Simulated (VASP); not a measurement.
# ZnS (P6_3mc) in VASP: single point with PBE

Aim: the single point of ZnS with PBE.

Everything below comes from runs of VASP 6.6.1. Logs are shortened: lines on timing, memory, paths and dates and some standing lists are left out, and cuts for length are marked.

## Step 1: The cell of the first run

It takes space group P6_3mc (No. 186, hexagonal). The conventional cell has a = 3.847 Å, b = 3.847 Å, c = 18.873 Å, α = 90.00°, β = 90.00°, γ = 120.00°. Within 3.1 Å of Zn (site symmetry 3m) lie 4 S at 2.36 Å. Within 3.1 Å of Zn (site symmetry 3m) lie 4 S at 2.36 Å. Within 3.1 Å of Zn (site symmetry 3m) lie 4 S at 2.36 Å. S (site symmetry 3m) has 4 Zn at 2.36 Å within 3.1 Å. Within 3.1 Å of S (site symmetry 3m) lie 4 Zn at 2.36 Å. Within 3.1 Å of S (site symmetry 3m) lie 4 Zn at 2.36 Å.

## Step 2: Single point, PBE

INCAR

```
SYSTEM = ZnS
PREC     = Accurate       ! precision mode
ENCUT    = 520            ! plane-wave cutoff, eV
EDIFF    = 1E-7           ! SCF threshold, eV
ISMEAR   = 0              ! smearing method
SIGMA    = 0.02           ! smearing width, eV
LREAL    = .FALSE.        ! projectors in reciprocal space
LASPH    = .TRUE.         ! aspherical terms in the spheres
NELM     = 80             ! most SCF steps
ALGO     = Normal         ! electronic algorithm
ISIF     = 2              ! what is computed and relaxed
LWAVE    = .FALSE.        ! write WAVECAR
LCHARG   = .TRUE.         ! write CHGCAR
GGA      = PE             ! functional
LELF     = .TRUE.         ! ELF
LVHAR    = .TRUE.       
NBANDS   = 66             ! bands
```

KPOINTS

```
Automatic mesh
0
G
  12 12 2
  0 0 0
```

POSCAR

```
ZnS
1.0
    3.8468959224      0.0000000000      0.0000000000
   -1.9234479612      3.3315095945      0.0000000000
    0.0000000000      0.0000000000     18.8727441800
Zn S
6 6
Direct
    0.3333333333      0.6666666667      0.8332754808
    0.6666666667      0.3333333333      0.3332754808
    0.6666666667      0.3333333333      0.6667977259
    0.3333333333      0.6666666667      0.1667977259
    0.0000000000      0.0000000000      0.5000194301
    0.0000000000      0.0000000000      1.0000194301
    0.3333333333      0.6666666667      0.9581469435
    0.6666666667      0.3333333333      0.4581469435
    0.6666666667      0.3333333333      0.7916425963
    0.3333333333      0.6666666667      0.2916425963
    0.0000000000      0.0000000000      0.6251188134
    0.0000000000      0.0000000000      0.1251188134
```

Potentials or basis: VASP PAW PBE potentials, release 64 (Zn, S).

The run is started by

```console
> cat potpaw_PBE.64/Zn/POTCAR potpaw_PBE.64/S/POTCAR > POTCAR
> mpirun -np 1 vasp_std > vasp.out
```

OUTCAR:

```text
SYSTEM = ZnS
   PREC = Accurate
   ENCUT = 520
   EDIFF = 1E-7
   ISMEAR = 0
   LREAL = .FALSE.
   LASPH = .TRUE.
   NELM = 80
   ISIF = 2
   GGA = PE

 ion  position               nearest neighbor table
   1  0.333  0.667  0.833-   9 2.36   9 2.36   9 2.36   7 2.36
   2  0.667  0.333  0.333-  10 2.36  10 2.36  10 2.36   8 2.36
   3  0.667  0.333  0.667-   9 2.36  11 2.36  11 2.36  11 2.36
   4  0.333  0.667  0.167-  10 2.36  12 2.36  12 2.36  12 2.36
   5  0.000  0.000  0.500-   8 2.36   8 2.36   8 2.36  11 2.36
   6  0.000  0.000  0.000-   7 2.36   7 2.36   7 2.36  12 2.36
   7  0.333  0.667  0.958-   1 2.36   6 2.36   6 2.36   6 2.36
   8  0.667  0.333  0.458-   2 2.36   5 2.36   5 2.36   5 2.36
   9  0.667  0.333  0.792-   1 2.36   1 2.36   1 2.36   3 2.36
  10  0.333  0.667  0.292-   2 2.36   2 2.36   2 2.36   4 2.36
  11  0.000  0.000  0.625-   3 2.36   3 2.36   3 2.36   5 2.36
  12  0.000  0.000  0.125-   4 2.36   4 2.36   4 2.36   6 2.36

  LATTYP: Found a hexagonal cell.
 ALAT       =     3.8468959224
 C/A-ratio  =     4.9059669304

  Lattice vectors:

 A1 = (   3.8468959224,   0.0000000000,   0.0000000000)
 A2 = (  -1.9234479612,   3.3315095945,   0.0000000000)
 A3 = (   0.0000000000,   0.0000000000,  18.8727441800)

Analysis of symmetry for initial positions (statically):
=====================================================================
 Subroutine PRICEL returns:
 Original cell was already a primitive cell.

 Routine SETGRP: Setting up the symmetry group for a
 hexagonal supercell.

 Subroutine GETGRP returns: Found 12 space group operations
 (whereof  6 operations were pure point group operations)
 out of a pool of 24 trial point group operations.

The static configuration has the point symmetry C_3v.
 The point group associated with its full space group is C_6v.

Analysis of symmetry for dynamics (positions and initial velocities):
=====================================================================
 Subroutine PRICEL returns:
 Original cell was already a primitive cell.

 Routine SETGRP: Setting up the symmetry group for a
 hexagonal supercell.

 Subroutine GETGRP returns: Found 12 space group operations
 (whereof  6 operations were pure point group operations)
 out of a pool of 24 trial point group operations.

The dynamic configuration has the point symmetry C_3v.
 The point group associated with its full space group is C_6v.

 Subroutine INISYM returns: Found 12 space group operations
 (whereof  6 operations are pure point group operations),
 and found     1 'primitive' translations

----------------------------------------------------------------------------------------

                                     Primitive cell

  volume of cell :     241.8725

  direct lattice vectors                    reciprocal lattice vectors
     3.846895922  0.000000000  0.000000000     0.259949845  0.150082113  0.000000000
    -1.923447961  3.331509594  0.000000000     0.000000000  0.300164226  0.000000000
     0.000000000  0.000000000 18.872744180     0.000000000  0.000000000  0.052986465

  length of vectors
     3.846895922  3.846895922 18.872744180     0.300164226  0.300164226  0.052986465

  position of ions in fractional coordinates (direct lattice)
     0.333333333  0.666666667  0.833275481
     0.666666667  0.333333333  0.333275481
     0.666666667  0.333333333  0.666797726
     0.333333333  0.666666667  0.166797726
     0.000000000  0.000000000  0.500019430
     0.000000000  0.000000000  0.000019430
     0.333333333  0.666666667  0.958146943
     0.666666667  0.333333333  0.458146943
     0.666666667  0.333333333  0.791642596
     0.333333333  0.666666667  0.291642596
     0.000000000  0.000000000  0.625118813
     0.000000000  0.000000000  0.125118813

  ion indices of the primitive-cell ions
   primitive index   ion index
                 1           1
                 2           2
                 3           3
                 4           4
                 5           5
                 6           6
                 7           7
                 8           8
                 9           9
                10          10
                11          11
                12          12

----------------------------------------------------------------------------------------

 KPOINTS: Automatic mesh

Automatic generation of k-mesh.
 Grid dimensions read from file:
 generate k-points for:   12   12    2

 Generating k-lattice:

  Cartesian coordinates                     Fractional coordinates (reciprocal lattice)
     0.021662487  0.012506843  0.000000000     0.083333333  0.000000000  0.000000000
     0.000000000  0.025013686  0.000000000     0.000000000  0.083333333  0.000000000
     0.000000000  0.000000000  0.026493233     0.000000000  0.000000000  0.500000000

  Length of vectors
     0.025013686  0.025013686  0.026493233

  Shift w.r.t. Gamma in fractional coordinates (k-lattice)
     0.000000000  0.000000000  0.000000000

 Subroutine IBZKPT returns following result:
 ===========================================

 Found     38 irreducible k-points:

 Following reciprocal coordinates:
            Coordinates               Weight
  0.000000  0.000000  0.000000      1.000000
  0.083333 -0.000000  0.000000      6.000000
  0.166667  0.000000  0.000000      6.000000
  0.250000 -0.000000  0.000000      6.000000
  0.333333 -0.000000  0.000000      6.000000
  0.416667 -0.000000  0.000000      6.000000
[... 16 lines left out ...]
  0.250000 -0.000000  0.500000      6.000000
  0.333333 -0.000000  0.500000      6.000000
 [... further k-points ...]
   k-points           NKPTS =     38   k-points in BZ     NKDIM =     38   number of bands    NBANDS=     66
   number of dos      NEDOS =    301   number of ions     NIONS =     12
   total plane-waves  NPLWV = 126000
   dimension x,y,z NGX =    30 NGY =   30 NGZ =  140
   dimension x,y,z NGXF=    60 NGYF=   60 NGZF=  280
   ions per type =               6   6
   NGX,Y,Z   is equivalent  to a cutoff of  12.96, 12.96, 12.33 a.u.
   NGXF,Y,Z  is equivalent  to a cutoff of  25.93, 25.93, 24.66 a.u.
 SYSTEM =  ZnS
   PREC   = accura    normal or accurate (medium, high low for compatibility)
   ISTART =      0    job   : 0-new  1-cont  2-samecut
   ICHARG =      2    charge: 1-file 2-atom 10-const
   ISPIN  =      1    spin polarized calculation?
   LNONCOLLINEAR =      F non collinear calculations
   LSORBIT =      F    spin-orbit coupling
   LASPH  =      T    aspherical Exc in radial PAW
   ENCUT  =  520.0 eV  38.22 Ry    6.18 a.u.   7.15  7.15 35.09*2*pi/ulx,y,z
   NELM   =     80;   NELMIN=  2; NELMDL= -5     # of ELM steps
   EDIFF  = 0.1E-06   stopping-criterion for ELM
   LREAL  =      F    real-space projection
   EDIFFG = 0.1E-05   stopping-criterion for IOM
   NSW    =      0    number of steps for IOM
   IBRION =     -1    ionic relax: 0-MD 1-quasi-New 2-CG
   NFREE  =      0    steps in history (QN), initial steepest desc. (CG)
   ISIF   =      2    stress and relaxation
   ISYM   =      2    0-nonsym 1-usesym 2-fastsym
   POTIM  = 0.5000    time-step for ionic-motion
   TEBEG  =    0.0;   TEEND  =   0.0 temperature during run
   PSTRESS=    0.0 pullay stress
   NELECT =     108.0000    total number of electrons
   NUPDOWN=      -1.0000    fix difference up-down
   EMIN   =  10.00;   EMAX   =-10.00  energy-range for DOS
   EFERMI =   0.00;   METHOD = LEGACY
   ISMEAR =     0;   SIGMA  =   0.02  broadening in eV -4-tet -1-fermi 0-gaus
   EFERMI_NEDOS =   21; number of points for ismear=-14 and -15
   IALGO  =     38    algorithm
   IMIX   =      4    mixing-type and parameters
     AMIX     =   0.40;   BMIX     =  1.00
     AMIX_MAG =   1.60;   BMIX_MAG =  1.00
  volume/ion in A,a.u.               =      20.16       136.02
  Fermi-wavevector in a.u.,A,eV,Ry     =   1.251278  2.364573 21.302605  1.565697
  Thomas-Fermi vector in A             =   2.385233
   LORBIT       =      0    0 simple, 1 ext, 2 COOP (PROOUT), +10 PAW based schemes
   GGA     = PE    functional components
   LHFCALC =     F    Hartree Fock is set to
   AEXX    =    0.0000 exact exchange contribution
   IVDW    =     0    specifies the selected vdW correction
   LEPSILON=     F    determine dielectric tensor
   LRPA    =     F    only Hartree local field effects (RPA)
 non-spin polarized calculation
 Gauss-broadening in eV      SIGMA  =   0.02
  energy-cutoff  :      520.00
  volume of cell :      241.87
 maximum number of plane-waves:      6564
 NGX is ok and might be reduce to    30
   NGX = 15   NGY = 15   NGZ = 71

 number of electron     108.0000067 magnetization

 Free energy of the ion-electron system (eV)
  ---------------------------------------------------
  ext. energy  EPLUGINS =         0.00000000
  ---------------------------------------------------
  free energy    TOTEN  =       -41.10509231 eV

  energy without entropy =      -41.10509231  energy(sigma->0) =      -41.10509231

 E-fermi :   2.0186     XC(G=0):  -9.5271

 val. band max:        1.9143166214   @ k =   0.0000   0.0000   0.0000
 cond. band min:       3.9567882960   @ k =   0.0000   0.0000   0.0000
 fundamental gap:      2.0424716746
 Fermi energy:         2.0186157863

 k-point     1 :       0.0000    0.0000    0.0000
  band No.  band energies     occupation
      1     -11.0869      2.00000
      2     -10.8956      2.00000
      3     -10.8874      2.00000
      4     -10.4555      2.00000
      5     -10.4460      2.00000
      6     -10.1977      2.00000
[... 58 lines left out ...]
     65       8.3769      0.00000
     66       8.5101      0.00000

 k-point     2 :       0.0833   -0.0000    0.0000
  band No.  band energies     occupation
      1     -11.0417      2.00000
      2     -10.8538      2.00000
      3     -10.8457      2.00000
      4     -10.4235      2.00000
      5     -10.4139      2.00000
      6     -10.1724      2.00000
[... 58 lines left out ...]
     65       8.4763      0.00000
     66       8.5174      0.00000

 k-point     3 :       0.1667    0.0000    0.0000
  band No.  band energies     occupation
      1     -10.9121      2.00000
      2     -10.7353      2.00000
      3     -10.7274      2.00000
      4     -10.3348      2.00000
      5     -10.3250      2.00000
      6     -10.1042      2.00000
[... 1438 lines left out ...]
     65       8.6917      0.00000
     66       8.6919      0.00000

 k-point    24 :       0.3333   -0.0000    0.5000
  band No.  band energies     occupation
      1     -10.4586      2.00000
      2     -10.4586      2.00000
      3     -10.2254      2.00000
      4     -10.2254      2.00000
      5      -9.9769      2.00000
      6      -9.9769      2.00000
[... 58 lines left out ...]
     65       8.6693      0.00000
     66       8.6693      0.00000

 [... further k-points ...]

------------------------ aborting loop because EDIFF is reached ----------------------------------------

  FORCE on cell =-STRESS in cart. coord.  units (eV):
  Direction    XX          YY          ZZ          XY          YZ          ZX
  --------------------------------------------------------------------------------------
  -------------------------------------------------------------------------------------
  Total        0.2851882      0.2851882      0.2950749      0.0000000      0.0000000      0.0000000
  in kB        1.8891028      1.8891028      1.9545929      0.0000000      0.0000000      0.0000000
  external PRESSURE =       1.9109329 kB  Pullay stress =       0.0000000 kB

 VOLUME and BASIS-vectors are now :
 -----------------------------------------------------------------------------
  energy-cutoff  :      520.00
  volume of cell :      241.87
      direct lattice vectors                 reciprocal lattice vectors
     3.846895922  0.000000000  0.000000000     0.259949845  0.150082113  0.000000000
    -1.923447961  3.331509594  0.000000000     0.000000000  0.300164226  0.000000000
     0.000000000  0.000000000 18.872744180     0.000000000  0.000000000  0.052986465

 POSITION                                       TOTAL-FORCE (eV/Angst)
 -----------------------------------------------------------------------------------
     -0.00000      2.22101     15.72619         0.000000     -0.000000     -0.003121
      1.92345      1.11050      6.28982         0.000000      0.000000     -0.003121
      1.92345      1.11050     12.58430         0.000000     -0.000000      0.001245
     -0.00000      2.22101      3.14793         0.000000      0.000000      0.001245
      0.00000      0.00000      9.43674        -0.000000      0.000000      0.000173
      0.00000      0.00000      0.00037        -0.000000      0.000000      0.000173
     -0.00000      2.22101     18.08286        -0.000000      0.000000      0.000240
      1.92345      1.11050      8.64649         0.000000     -0.000000      0.000240
      1.92345      1.11050     14.94047         0.000000     -0.000000      0.000912
     -0.00000      2.22101      5.50410        -0.000000      0.000000      0.000912
      0.00000      0.00000     11.79771        -0.000000     -0.000000      0.000550
      0.00000      0.00000      2.36134         0.000000     -0.000000      0.000550
 -----------------------------------------------------------------------------------
    total drift:                               -0.000001     -0.000001     -0.000200

  FREE ENERGIE OF THE ION-ELECTRON SYSTEM (eV)
  ---------------------------------------------------
  free  energy   TOTEN  =       -41.1050923062 eV

  energy  without entropy=      -41.1050923062  energy(sigma->0) =      -41.10509231
```

Wall time 27 min (1 thread of Intel Xeon 8259CL, shared host); peak memory 0.62 GiB.

Results:

| Quantity | Value |
| --- | --- |
| Free energy | -41.1051 eV |
| Pressure | 0.2 GPa |
| Largest force | 0.003 eV/Å |
| Band gap on the k mesh | 2.04 eV |

Forces on the atoms (eV/Å):
```
Zn   0.000  0.000 -0.003
Zn   0.000  0.000 -0.003
Zn   0.000  0.000  0.001
Zn   0.000  0.000  0.001
Zn   0.000  0.000  0.000
Zn   0.000  0.000  0.000
S    0.000  0.000  0.000
S    0.000  0.000  0.000
S    0.000  0.000  0.001
S    0.000  0.000  0.001
S    0.000  0.000  0.001
S    0.000  0.000  0.001
```

Levels at points of the mesh, in eV from the valence-band top:
| k point | band 52 | band 53 | band 54 | band 55 | band 56 | band 57 |
| --- | --- | --- | --- | --- | --- | --- |
| (0.00, 0.00, 0.00) | -0.03 | 0.00 | 0.00 | 2.04 | 3.12 | 3.20 |
| (0.50, 0.00, 0.00) | -1.21 | -1.05 | -0.84 | 3.40 | 3.58 | 3.63 |
| (0.00, 0.00, 0.50) | -0.06 | -0.06 | -0.06 | 2.52 | 2.52 | 3.23 |
| (0.50, 0.00, 0.50) | -1.17 | -0.94 | -0.94 | 3.36 | 3.36 | 3.86 |
